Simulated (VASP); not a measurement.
# PbSe in VASP: single point with PBEsol

Aim: the single point of PbSe with PBEsol.

All numbers are computed with VASP 6.6.1; they aren't measurements. Logs are shortened: lines on timing, memory, paths and dates and some standing lists are left out, and cuts for length are marked.

### Step 1. The cell of the first run

The cell holds a slab with vacuum, 4 atoms: a = 4.220 Å, b = 4.306 Å, c = 11.918 Å, α = 102.79°, β = 98.64°, γ = 89.75°.

### Step 2. Single point, PBEsol (functional PBEsol, strained)

File INCAR:

```
PREC = Accurate
ENCUT = 520
EDIFF = 1E-6
ISMEAR = 0
SIGMA = 0.02
LREAL = F
LASPH = T
NELM = 100
ALGO = Normal
ISIF = 2
LWAVE = F
LCHARG = F
GGA = PS
NBANDS = 28
```

File KPOINTS:

```
Automatic mesh
0
Gamma
  6 6 6
```

File POSCAR:

```
PbSe
1.0
    4.2199284189      0.0148781792      0.0607047369
    0.0050224493      4.3054866445     -0.0884393350
   -1.9474644478     -2.4001983918     11.5100327011
Pb Se
2 2
Direct
    0.7746607842      0.7885008743      0.6145317059
    0.1882196434      0.1604358822      0.3664521724
    0.2682456230      0.3095875780      0.6233099151
    0.7387185329      0.7775832488      0.3937273733
```

Potentials or basis: VASP PAW PBE potentials, release 64 (Pb_d, Se).

Launch:

```console
$ cat potpaw_PBE.64/Pb_d/POTCAR potpaw_PBE.64/Se/POTCAR > POTCAR
$ mpirun -np 1 vasp_std > vasp.out
```

OUTCAR:

```text
PREC = Accurate
   ENCUT = 520
   EDIFF = 1E-6
   ISMEAR = 0
   LREAL = F
   LASPH = T
   NELM = 100
   ISIF = 2
   GGA = PS

 ion  position               nearest neighbor table
   1  0.775  0.789  0.615-   4 2.60   3 2.93   3 3.01   3 3.04   3 3.09   2 4.06   2 4.13
   2  0.188  0.160  0.366-   4 2.62   4 2.86   3 2.95   4 3.24   4 3.47   1 4.06   1 4.13
   3  0.268  0.310  0.623-   1 2.93   2 2.95   1 3.01   1 3.04   1 3.09
   4  0.739  0.778  0.394-   1 2.60   2 2.62   2 2.86   2 3.24   2 3.47

  LATTYP: Found a triclinic cell.
 ALAT       =    11.8624261114
 B/A-ratio  =     0.3557780852
 C/A-ratio  =     0.3630284190
 COS(alpha) =     0.0043953168
 COS(beta)  =     0.1421806510
 COS(gamma) =     0.2064639612

  Lattice vectors:

 A1 = (   2.2774864204,   1.9201664319,  11.4822981030)
 A2 = (   4.2199284189,   0.0148781792,   0.0607047369)
 A3 = (   0.0050224493,   4.3054866445,  -0.0884393350)

Analysis of symmetry for initial positions (statically):
=====================================================================
 Subroutine PRICEL returns:
 Original cell was already a primitive cell.

 Routine SETGRP: Setting up the symmetry group for a
 triclinic supercell.

 Subroutine GETGRP returns: Found  1 space group operations
 (whereof  1 operations were pure point group operations)
 out of a pool of  2 trial point group operations.

The static configuration has the point symmetry C_1 .

Analysis of symmetry for dynamics (positions and initial velocities):
=====================================================================
 Subroutine PRICEL returns:
 Original cell was already a primitive cell.

 Routine SETGRP: Setting up the symmetry group for a
 triclinic supercell.

 Subroutine GETGRP returns: Found  1 space group operations
 (whereof  1 operations were pure point group operations)
 out of a pool of  2 trial point group operations.

The dynamic configuration has the point symmetry C_1 .

 Subroutine INISYM returns: Found  1 space group operations
 (whereof  1 operations are pure point group operations),
 and found     1 'primitive' translations

----------------------------------------------------------------------------------------

                                     Primitive cell

  volume of cell :     208.7382

  direct lattice vectors                    reciprocal lattice vectors
[... 89 lines left out ...]
   ENCUT  =  520.0 eV  38.22 Ry    6.18 a.u.   7.85  8.01 22.16*2*pi/ulx,y,z
   NELM   =    100;   NELMIN=  2; NELMDL= -5     # of ELM steps
   EDIFF  = 0.1E-05   stopping-criterion for ELM
   LREAL  =      F    real-space projection
   EDIFFG = 0.1E-04   stopping-criterion for IOM
   NSW    =      0    number of steps for IOM
   IBRION =     -1    ionic relax: 0-MD 1-quasi-New 2-CG
   NFREE  =      0    steps in history (QN), initial steepest desc. (CG)
   ISIF   =      2    stress and relaxation
   ISYM   =      2    0-nonsym 1-usesym 2-fastsym
   POTIM  = 0.5000    time-step for ionic-motion
   TEBEG  =    0.0;   TEEND  =   0.0 temperature during run
   PSTRESS=    0.0 pullay stress
   NELECT =      40.0000    total number of electrons
   NUPDOWN=      -1.0000    fix difference up-down
   EMIN   =  10.00;   EMAX   =-10.00  energy-range for DOS
   EFERMI =   0.00;   METHOD = LEGACY
   ISMEAR =     0;   SIGMA  =   0.02  broadening in eV -4-tet -1-fermi 0-gaus
   EFERMI_NEDOS =   21; number of points for ismear=-14 and -15
   IALGO  =     38    algorithm
   IMIX   =      4    mixing-type and parameters
     AMIX     =   0.40;   BMIX     =  1.00
     AMIX_MAG =   1.60;   BMIX_MAG =  1.00
  volume/ion in A,a.u.               =      52.18       352.16
  Fermi-wavevector in a.u.,A,eV,Ry     =   0.943831  1.783582 12.120298  0.890817
  Thomas-Fermi vector in A             =   2.071577
   LORBIT       =      0    0 simple, 1 ext, 2 COOP (PROOUT), +10 PAW based schemes
   GGA     = PS    functional components
   LHFCALC =     F    Hartree Fock is set to
   AEXX    =    0.0000 exact exchange contribution
   IVDW    =     0    specifies the selected vdW correction
   LEPSILON=     F    determine dielectric tensor
   LRPA    =     F    only Hartree local field effects (RPA)
 non-spin polarized calculation
 Gauss-broadening in eV      SIGMA  =   0.02
  energy-cutoff  :      520.00
  volume of cell :      208.74
 maximum number of plane-waves:      5650
   NGX = 15   NGY = 17   NGZ = 45

 number of electron      40.0000004 magnetization

 Free energy of the ion-electron system (eV)
  ---------------------------------------------------
  ext. energy  EPLUGINS =         0.00000000
  ---------------------------------------------------
  free energy    TOTEN  =       -16.79552695 eV

  energy without entropy =      -16.79552695  energy(sigma->0) =      -16.79552695

 E-fermi :   1.0188     XC(G=0):  -5.9947

 val. band max:        0.9153510825   @ k =   0.5000   0.0000   0.0000
 cond. band min:       1.8054136350   @ k =   0.5000  -0.0000   0.5000
 fundamental gap:      0.8900625525
 Fermi energy:         1.0187742775

 k-point     1 :       0.0000    0.0000    0.0000
  band No.  band energies     occupation
      1     -16.2237      2.00000
      2     -16.1299      2.00000
      3     -16.1215      2.00000
      4     -16.0673      2.00000
      5     -16.0638      2.00000
      6     -15.7846      2.00000
[... 733 lines left out ...]
     27       6.1067      0.00000
     28       6.7099      0.00000

 [... further k-points ...]

------------------------ aborting loop because EDIFF is reached ----------------------------------------

  FORCE on cell =-STRESS in cart. coord.  units (eV):
  Direction    XX          YY          ZZ          XY          YZ          ZX
  --------------------------------------------------------------------------------------
  -------------------------------------------------------------------------------------
  Total        3.5356301      2.8270563      2.8671898      1.3427212      0.2233357      0.2535297
  in kB       27.1378524     21.6991691     22.0072154     10.3061030      1.7142210      1.9459760
  external PRESSURE =      23.6147456 kB  Pullay stress =       0.0000000 kB

 VOLUME and BASIS-vectors are now :
 -----------------------------------------------------------------------------
  energy-cutoff  :      520.00
  volume of cell :      208.74
      direct lattice vectors                 reciprocal lattice vectors
     4.219928419  0.014878179  0.060704737     0.236391903  0.000548169  0.040111141
     0.005022449  4.305486645 -0.088439335    -0.001518418  0.233257423  0.048384487
    -1.947464448 -2.400198392 11.510032701    -0.001258415  0.001789383  0.087040948

 POSITION                                       TOTAL-FORCE (eV/Angst)
 -----------------------------------------------------------------------------------
      2.07619      1.93141      7.05057        -0.175354     -0.137403      1.670031
      0.08143     -0.18600      4.21511         0.646383      1.012174      0.447217
     -0.08034     -0.15915      7.16322         0.332436      0.352362     -0.449650
      2.35447      2.41384      4.50789        -0.803465     -1.227133     -1.667599
 -----------------------------------------------------------------------------------
    total drift:                               -0.000323     -0.000128     -0.000242

  FREE ENERGIE OF THE ION-ELECTRON SYSTEM (eV)
  ---------------------------------------------------
  free  energy   TOTEN  =       -16.7955269457 eV

  energy  without entropy=      -16.7955269457  energy(sigma->0) =      -16.79552695
```

OSZICAR:

```text
N       E                     dE             d eps       ncg     rms          rms(c)
DAV:   1     0.400086041145E+03    0.40009E+03   -0.17545E+04  6320   0.128E+03
DAV:   2     0.302292384005E+02   -0.36986E+03   -0.36021E+03  6656   0.345E+02
DAV:   3    -0.153923353358E+02   -0.45622E+02   -0.44969E+02  8216   0.147E+02
DAV:   4    -0.174800929682E+02   -0.20878E+01   -0.20806E+01  7372   0.380E+01
DAV:   5    -0.175600055485E+02   -0.79913E-01   -0.79898E-01  8488   0.748E+00    0.454E+00
DAV:   6    -0.168629819332E+02    0.69702E+00   -0.15086E+00  9692   0.109E+01    0.258E+00
DAV:   7    -0.168140787801E+02    0.48903E-01   -0.54220E-01  8484   0.405E+00    0.125E+00
DAV:   8    -0.167991531503E+02    0.14926E-01   -0.10525E-01  8776   0.264E+00    0.282E-01
DAV:   9    -0.167919657169E+02    0.71874E-02   -0.28845E-02  8868   0.124E+00    0.140E-01
DAV:  10    -0.167915985145E+02    0.36720E-03   -0.34194E-03  7800   0.325E-01    0.729E-02
DAV:  11    -0.167920912320E+02   -0.49272E-03   -0.42753E-03  6752   0.239E-01    0.630E-02
DAV:  12    -0.167940702670E+02   -0.19790E-02   -0.65813E-04  7432   0.180E-01    0.306E-02
DAV:  13    -0.167951007306E+02   -0.10305E-02   -0.24992E-04  7592   0.900E-02    0.138E-02
DAV:  14    -0.167955127133E+02   -0.41198E-03   -0.10083E-04  7240   0.681E-02    0.493E-03
DAV:  15    -0.167955254259E+02   -0.12713E-04   -0.97325E-06  6144   0.209E-02    0.272E-03
DAV:  16    -0.167955268939E+02   -0.14679E-05   -0.19635E-06  6344   0.136E-02    0.151E-03
DAV:  17    -0.167955269457E+02   -0.51853E-07   -0.14265E-07  5928   0.403E-03
   1 F= -.16795527E+02 E0= -.16795527E+02  d E =-.729281E-15
```

stdout:

```text
POSCAR found type information on POSCAR PbSe
 POSCAR found :  2 types and       4 ions
 scaLAPACK will be used
 -----------------------------------------------------------------------------
|                                                                             |
|                                                                             |
|     You enforced a specific xc type in the INCAR file but a different       |
|     I HOPE YOU KNOW WHAT YOU ARE DOING!                                     |
|                                                                             |
 -----------------------------------------------------------------------------

 LDA part: xc-table for (Slater+PW92), standard interpolation
 POSCAR, INCAR and KPOINTS ok, starting setup
 FFT: planning ... GRIDC
 FFT: planning ... GRID_SOFT
 FFT: planning ... GRID
 WAVECAR not read
 entering main loop
```

Run time: 8.2 min. Hardware: 1 thread of Intel Xeon Platinum 8259CL at 2.50GHz (Skylake/Cascade Lake), shared host; peak memory 0.68 GiB.

Results:

| Item | Value |
| --- | --- |
| Free energy | -16.7955 eV |
| Largest force | 2.221 eV/Å |
| Band gap on the k mesh | 0.89 eV, direct |

Forces in eV/Å, atoms in the order of the input:
```
Pb  -0.175 -0.137  1.670
Pb   0.646  1.012  0.447
Se   0.332  0.352 -0.450
Se  -0.803 -1.227 -1.668
```

Caveat: the cell differs from its parent crystal (functional PBEsol, strained); the PAW data sets were made with another functional, which shifts forces and pressure a little; spin-orbit coupling is left out, which moves the levels of the heavy elements.
